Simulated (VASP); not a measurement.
# WSe2 (Amm2) in VASP: notebook

Runs on WSe2. Level: PBE+D3(BJ). Tasks: single point.

Everything below comes from runs of VASP 6.6.1. Logs are shortened: lines on timing, memory, paths and dates and some standing lists are left out, and cuts for length are marked.

### 1 The cell of the first run

It takes space group Amm2 (No. 38, orthorhombic). The conventional cell has a = 6.842 Å, b = 3.481 Å, c = 5.462 Å, α = 90.00°, β = 90.00°, γ = 90.00°. Within 3.3 Å of W (site symmetry mm2) lie 6 Se at 2.45 to 2.56 Å and 4 W at 3.24 Å. Within 3.3 Å of Se (site symmetry m) lie 3 W at 2.45 to 2.56 Å and 5 Se at 3.24 to 3.29 Å.

### 2 Single point, PBE+D3(BJ)

The input, INCAR:

```
ALGO = Normal
EDIFF = 1E-6
ENCUT = 520
GGA = PE
ISIF = 2
ISMEAR = 0
IVDW = 12
LASPH = T
LCHARG = T
LELF = T
LREAL = F
LVHAR = T
LWAVE = F
NBANDS = 20
NELM = 100
PREC = Accurate
SIGMA = 0.05
```

The input, KPOINTS:

```
k-points
0
Gamma
  9 9 4
```

The input, POSCAR:

```
WSe2
1.0
    3.4811349493      0.0000000000      0.0000000000
   -1.7405674746      2.7307828265      0.0000000000
    0.0000000000      0.0000000000      6.8423881836
W Se
1 2
Direct
    0.0000000000      0.0000000000      0.0000000000
    0.3333333333      0.6666666667      0.2405528385
    0.3333333333      0.6666666667      0.7594471615
```

Potentials or basis: VASP PAW PBE potentials, release 64 (W_sv, Se).

Command:

```bash
$ cat potpaw_PBE.64/W_sv/POTCAR potpaw_PBE.64/Se/POTCAR > POTCAR
$ mpirun -np 1 vasp_std > vasp.out
```

OUTCAR:

```text
EDIFF = 1E-6
   ENCUT = 520
   GGA = PE
   ISIF = 2
   ISMEAR = 0
   IVDW = 12
   LASPH = T
   LREAL = F
   NELM = 100
   PREC = Accurate
 IVDW          = 12

 ion  position               nearest neighbor table
   1  0.000  0.000  0.000-   2 2.45   3 2.45   2 2.56   3 2.56   2 2.56   3 2.56
   2  0.333  0.667  0.241-   1 2.45   1 2.56   1 2.56
   3  0.333  0.667  0.759-   1 2.45   1 2.56   1 2.56

  Warning from LATTYP: Monoclinic adjustment (A1->A3, A2->A1, A3->A2)!
  LATTYP: Found a base centered orthorhombic cell.
 ALAT       =     3.4811349493
 B/A-ratio  =     1.5689037433
 C/A-ratio  =     1.9655624626

  Lattice vectors:

 A1 = (   1.7405674746,  -2.7307828265,   0.0000000000)
 A2 = (   1.7405674747,   2.7307828265,   0.0000000000)
 A3 = (   0.0000000000,   0.0000000000,   6.8423881836)

Analysis of symmetry for initial positions (statically):
=====================================================================
 Subroutine PRICEL returns:
 Original cell was already a primitive cell.

 Routine SETGRP: Setting up the symmetry group for a
 base centered orthorhombic supercell.

 Subroutine GETGRP returns: Found  4 space group operations
 (whereof  4 operations were pure point group operations)
 out of a pool of  8 trial point group operations.

The static configuration has the point symmetry C_2v.

Analysis of symmetry for dynamics (positions and initial velocities):
=====================================================================
 Subroutine PRICEL returns:
 Original cell was already a primitive cell.

 Routine SETGRP: Setting up the symmetry group for a
 base centered orthorhombic supercell.

 Subroutine GETGRP returns: Found  4 space group operations
 (whereof  4 operations were pure point group operations)
 out of a pool of  8 trial point group operations.

The dynamic configuration has the point symmetry C_2v.

 Subroutine INISYM returns: Found  4 space group operations
 (whereof  4 operations are pure point group operations),
 and found     1 'primitive' translations

----------------------------------------------------------------------------------------

                                     Primitive cell

  volume of cell :      65.0453

  direct lattice vectors                    reciprocal lattice vectors
     3.481134949  0.000000000  0.000000000     0.287262635  0.183097680  0.000000000
    -1.740567475  2.730782827  0.000000000     0.000000000  0.366195360  0.000000000
     0.000000000  0.000000000  6.842388184     0.000000000  0.000000000  0.146147803

  length of vectors
     3.481134949  3.238325181  6.842388184     0.340653170  0.366195360  0.146147803

  position of ions in fractional coordinates (direct lattice)
     0.000000000  0.000000000  0.000000000
     0.333333333  0.666666667  0.240552839
     0.333333333  0.666666667  0.759447161

  ion indices of the primitive-cell ions
   primitive index   ion index
                 1           1
                 2           2
                 3           3

----------------------------------------------------------------------------------------

 KPOINTS: k-points

Automatic generation of k-mesh.
 Grid dimensions read from file:
 generate k-points for:    9    9    4

 Generating k-lattice:

  Cartesian coordinates                     Fractional coordinates (reciprocal lattice)
     0.031918071  0.020344187  0.000000000     0.111111111 -0.000000000  0.000000000
     0.000000000  0.040688373  0.000000000     0.000000000  0.111111111  0.000000000
     0.000000000  0.000000000  0.036536951     0.000000000  0.000000000  0.250000000

  Length of vectors
     0.037850352  0.040688373  0.036536951

  Shift w.r.t. Gamma in fractional coordinates (k-lattice)
     0.000000000  0.000000000  0.000000000

 Subroutine IBZKPT returns following result:
 ===========================================

 Found     75 irreducible k-points:

 Following reciprocal coordinates:
            Coordinates               Weight
  0.000000  0.000000  0.000000      1.000000
  0.111111 -0.000000  0.000000      4.000000
  0.222222  0.000000  0.000000      4.000000
  0.333333 -0.000000  0.000000      4.000000
  0.444444  0.000000  0.000000      4.000000
  0.000000  0.111111  0.000000      2.000000
[... 16 lines left out ...]
  0.333333  0.333333  0.000000      2.000000
  0.000000  0.444444  0.000000      2.000000
 [... further k-points ...]
   k-points           NKPTS =     75   k-points in BZ     NKDIM =     75   number of bands    NBANDS=     20
   number of dos      NEDOS =    301   number of ions     NIONS =      3
   total plane-waves  NPLWV =  36288
   dimension x,y,z NGX =    28 NGY =   24 NGZ =   54
   dimension x,y,z NGXF=    56 NGYF=   48 NGZF=  108
   ions per type =               1   2
   NGX,Y,Z   is equivalent  to a cutoff of  13.37, 12.32, 13.12 a.u.
   NGXF,Y,Z  is equivalent  to a cutoff of  26.74, 24.64, 26.24 a.u.
 SYSTEM =  unknown system
   PREC   = accura    normal or accurate (medium, high low for compatibility)
   ISTART =      0    job   : 0-new  1-cont  2-samecut
   ICHARG =      2    charge: 1-file 2-atom 10-const
   ISPIN  =      1    spin polarized calculation?
   LNONCOLLINEAR =      F non collinear calculations
   LSORBIT =      F    spin-orbit coupling
   LASPH  =      T    aspherical Exc in radial PAW
   ENCUT  =  520.0 eV  38.22 Ry    6.18 a.u.   6.47  6.02 12.72*2*pi/ulx,y,z
   NELM   =    100;   NELMIN=  2; NELMDL= -5     # of ELM steps
   EDIFF  = 0.1E-05   stopping-criterion for ELM
   LREAL  =      F    real-space projection
   EDIFFG = 0.1E-04   stopping-criterion for IOM
   NSW    =      0    number of steps for IOM
   IBRION =     -1    ionic relax: 0-MD 1-quasi-New 2-CG
   NFREE  =      0    steps in history (QN), initial steepest desc. (CG)
   ISIF   =      2    stress and relaxation
   ISYM   =      2    0-nonsym 1-usesym 2-fastsym
   POTIM  = 0.5000    time-step for ionic-motion
   TEBEG  =    0.0;   TEEND  =   0.0 temperature during run
   PSTRESS=    0.0 pullay stress
   NELECT =      26.0000    total number of electrons
   NUPDOWN=      -1.0000    fix difference up-down
   EMIN   =  10.00;   EMAX   =-10.00  energy-range for DOS
   EFERMI =   0.00;   METHOD = LEGACY
   ISMEAR =     0;   SIGMA  =   0.05  broadening in eV -4-tet -1-fermi 0-gaus
   EFERMI_NEDOS =   21; number of points for ismear=-14 and -15
   IALGO  =     38    algorithm
   IMIX   =      4    mixing-type and parameters
     AMIX     =   0.40;   BMIX     =  1.00
     AMIX_MAG =   1.60;   BMIX_MAG =  1.00
  volume/ion in A,a.u.               =      21.68       146.32
  Fermi-wavevector in a.u.,A,eV,Ry     =   1.205945  2.278905 19.786986  1.454302
  Thomas-Fermi vector in A             =   2.341626
   LORBIT       =      0    0 simple, 1 ext, 2 COOP (PROOUT), +10 PAW based schemes
   GGA     = PE    functional components
   LHFCALC =     F    Hartree Fock is set to
   AEXX    =    0.0000 exact exchange contribution
   IVDW    =    12    specifies the selected vdW correction
   LEPSILON=     F    determine dielectric tensor
   LRPA    =     F    only Hartree local field effects (RPA)
 non-spin polarized calculation
 Gauss-broadening in eV      SIGMA  =   0.05
  energy-cutoff  :      520.00
  volume of cell :       65.05
 maximum number of plane-waves:      1786
 NGX is ok and might be reduce to    28

 number of electron      25.9999997 magnetization

 Free energy of the ion-electron system (eV)
  ---------------------------------------------------
  ext. energy  EPLUGINS =         0.00000000
  ---------------------------------------------------
  free energy    TOTEN  =       -21.37892449 eV

  energy without entropy =      -21.37892449  energy(sigma->0) =      -21.37892449

 E-fermi :   5.9924     XC(G=0): -10.2411

 val. band max:        5.5443792724   @ k =   0.0000   0.0000   0.5000
 cond. band min:       6.7303072878   @ k =   0.3333   0.3333   0.0000
 fundamental gap:      1.1859280154
 Fermi energy:         5.9923687748

 k-point     1 :       0.0000    0.0000    0.0000
  band No.  band energies     occupation
      1     -68.7344      2.00000
      2     -32.9933      2.00000
      3     -32.9257      2.00000
      4     -32.8078      2.00000
      5      -9.6440      2.00000
      6      -8.1459      2.00000
[... 12 lines left out ...]
     19      13.0657      0.00000
     20      13.7117      0.00000

 k-point     2 :       0.1111   -0.0000    0.0000
  band No.  band energies     occupation
      1     -68.7334      2.00000
      2     -32.9886      2.00000
      3     -32.9422      2.00000
      4     -32.8211      2.00000
      5      -9.4734      2.00000
      6      -8.0695      2.00000
[... 12 lines left out ...]
     19      13.3167      0.00000
     20      14.5562      0.00000

 k-point     3 :       0.2222    0.0000    0.0000
  band No.  band energies     occupation
      1     -68.7307      2.00000
      2     -32.9917      2.00000
      3     -32.9768      2.00000
      4     -32.8464      2.00000
      5      -9.0039      2.00000
      6      -7.8626      2.00000
[... 12 lines left out ...]
     19      13.1465      0.00000
     20      14.4129      0.00000

 k-point     4 :       0.3333   -0.0000    0.0000
  band No.  band energies     occupation
      1     -68.7278      2.00000
      2     -33.0560      2.00000
      3     -32.9634      2.00000
      4     -32.8662      2.00000
      5      -8.3780      2.00000
      6      -7.5978      2.00000
[... 429 lines left out ...]
 k-point    23 :       0.3333    0.3333    0.0000
  band No.  band energies     occupation
      1     -68.7229      2.00000
      2     -33.0559      2.00000
      3     -32.9936      2.00000
      4     -32.9433      2.00000
      5      -7.4072      2.00000
      6      -7.1111      2.00000
[... 12 lines left out ...]
     19      11.1441      0.00000
     20      14.6969      0.00000

 k-point    24 :       0.0000    0.4444    0.0000
  band No.  band energies     occupation
      1     -68.7218      2.00000
      2     -33.0594      2.00000
      3     -33.0031      2.00000
      4     -32.9413      2.00000
      5      -7.5256      2.00000
      6      -7.0992      2.00000
[... 12 lines left out ...]
     19      11.8209      0.00000
     20      12.6855      0.00000

 [... further k-points ...]

------------------------ aborting loop because EDIFF is reached ----------------------------------------

 Edisp (eV)   -1.29901

 E8    (eV) :    -0.5790

  FORCE on cell =-STRESS in cart. coord.  units (eV):
  Direction    XX          YY          ZZ          XY          YZ          ZX
  --------------------------------------------------------------------------------------
  -------------------------------------------------------------------------------------
  Total      -2.66938     3.14252     1.93707     0.00000     0.00000     0.00000
  in kB     -65.75142    77.40565    47.71336     0.00000     0.00000     0.00000
  external pressure =       19.79 kB  Pullay stress =        0.00 kB

 VOLUME and BASIS-vectors are now :
 -----------------------------------------------------------------------------
  energy-cutoff  :      520.00
  volume of cell :       65.05
      direct lattice vectors                 reciprocal lattice vectors
     3.481134949  0.000000000  0.000000000     0.287262635  0.183097680  0.000000000
    -1.740567475  2.730782827  0.000000000     0.000000000  0.366195360  0.000000000
     0.000000000  0.000000000  6.842388184     0.000000000  0.000000000  0.146147803

 POSITION                                       TOTAL-FORCE (eV/Angst)
 -----------------------------------------------------------------------------------
      0.00000      0.00000      0.00000        -0.000000     -0.966628      0.000000
     -0.00000      1.82052      1.64596         0.000000      0.483314      0.482944
     -0.00000      1.82052      5.19643         0.000000      0.483314     -0.482944
 -----------------------------------------------------------------------------------
    total drift:                                0.000001      0.000408      0.000000

  FREE ENERGIE OF THE ION-ELECTRON SYSTEM (eV)
  ---------------------------------------------------
  free  energy   TOTEN  =       -22.6779301549 eV

  energy  without entropy=      -22.6779301549  energy(sigma->0) =      -22.67793015
```

Wall time 37 s (1 thread of AMD EPYC 9R45 (Zen 5), shared host); peak memory 0.22 GiB.

What came out:

| Property | Result |
| --- | --- |
| Free energy | -22.6779 eV |
| Pressure | 2.0 GPa |
| Largest force | 0.967 eV/Å |
| Band gap on the k mesh | 1.19 eV (least direct gap 1.43 eV) |
| Dispersion energy per atom | -0.433 eV |

Forces in eV/Å, atoms in the order of the input:
```
W    0.000 -0.967  0.000
Se   0.000  0.483  0.483
Se   0.000  0.483 -0.483
```

Stress tensor (GPa, compression positive):
```
-6.58  0.00  0.00
 0.00  7.74  0.00
 0.00  0.00  4.77
```

Levels at points of the mesh, in eV from the valence-band top:
```
           k point  band 11  band 12  band 13  band 14  band 15  band 16
(0.00, 0.00, 0.00)    -1.67    -1.14    -0.95     2.29     2.44     3.13
(0.00, 0.00, 0.50)    -1.77    -1.45     0.00     2.18     2.60     3.00
```

Caveat: the cell differs from its parent crystal (strain +e along x and -e along y +0.0500, strain +e along z and -e/2 along x and y -0.0233); the stress differs along the axes, from -7 to 8 GPa; spin-orbit coupling is left out, which moves the levels of the heavy elements.

### 3 Single point, PBE+D3(BJ)

This run uses another cell than the first one, of the same volume but with other edges.

The input, INCAR:

```
SYSTEM = WSe2
PREC = Accurate
ENCUT = 520
EDIFF = 1E-7
ISMEAR = 0
SIGMA = 0.05
LREAL = .FALSE.
LASPH = .TRUE.
NELM = 100
ALGO = Normal
ISIF = 2
LWAVE = .FALSE.
LCHARG = .TRUE.
GGA = PE
IVDW = 12
LELF = .TRUE.
LVHAR = .TRUE.
NBANDS = 20
```

The input, KPOINTS:

```
Automatic mesh
0
G
  9 9 4
  0 0 0
```

The input, POSCAR:

```
WSe2
1.0
    3.5194990796      0.0000000000      0.0000000000
   -1.7597495398      2.7640071379      0.0000000000
    0.0000000000      0.0000000000      6.6784566964
W Se
1 2
Direct
    0.0000000000      0.0000000000      0.0000000000
    0.3333333333      0.6666666667      0.2405528385
    0.3333333333      0.6666666667      0.7594471615
```

Potentials or basis: VASP PAW PBE potentials, release 64 (W_sv, Se).

Command:

```bash
$ cat potpaw_PBE.64/W_sv/POTCAR potpaw_PBE.64/Se/POTCAR > POTCAR
$ mpirun -np 1 vasp_std > vasp.out
```

Wall time 38 s (1 thread of AMD EPYC 9R45 (Zen 5), shared host); peak memory 0.22 GiB.

Results (log left out):

| Item | Value |
| --- | --- |
| Free energy | -22.6134 eV |
| Pressure | 2.8 GPa |
| Largest force | 1.051 eV/Å |
| Band gap on the k mesh | 0.74 eV (least direct gap 1.26 eV) |
| Dispersion energy per atom | -0.433 eV |

Forces on the atoms (eV/Å):
```
W    0.000 -1.051  0.000
Se   0.000  0.525  0.902
Se   0.000  0.525 -0.902
```

Stress tensor (GPa, compression positive):
```
-7.06  0.00  0.00
 0.00  6.26  0.00
 0.00  0.00  9.17
```

Levels at points of the mesh, in eV from the valence-band top:
| k point | band 9 | band 10 | band 11 | band 12 | band 13 | band 14 | band 15 | band 16 | band 17 | band 18 |
| --- | --- | --- | --- | --- | --- | --- | --- | --- | --- | --- |
| (0.00, 0.00, 0.00) | -2.70 | -2.13 | -1.98 | -1.14 | -1.01 | 1.99 | 2.21 | 2.83 | 2.91 | 3.86 |
| (0.00, 0.00, 0.50) | -3.40 | -2.67 | -2.17 | -1.89 | 0.00 | 1.86 | 2.41 | 2.67 | 3.11 | 4.49 |

Caveat: the cell differs from its parent crystal (strain +e along x and -e along y +0.0500, strain +e along z and -e/2 along x and y -0.0467); the stress differs along the axes, from -7 to 9 GPa; spin-orbit coupling is left out, which moves the levels of the heavy elements; forces of over 1 eV/Å act on the atoms, so gaps and moduli don't describe the material at rest. A k mesh can miss the band edges.
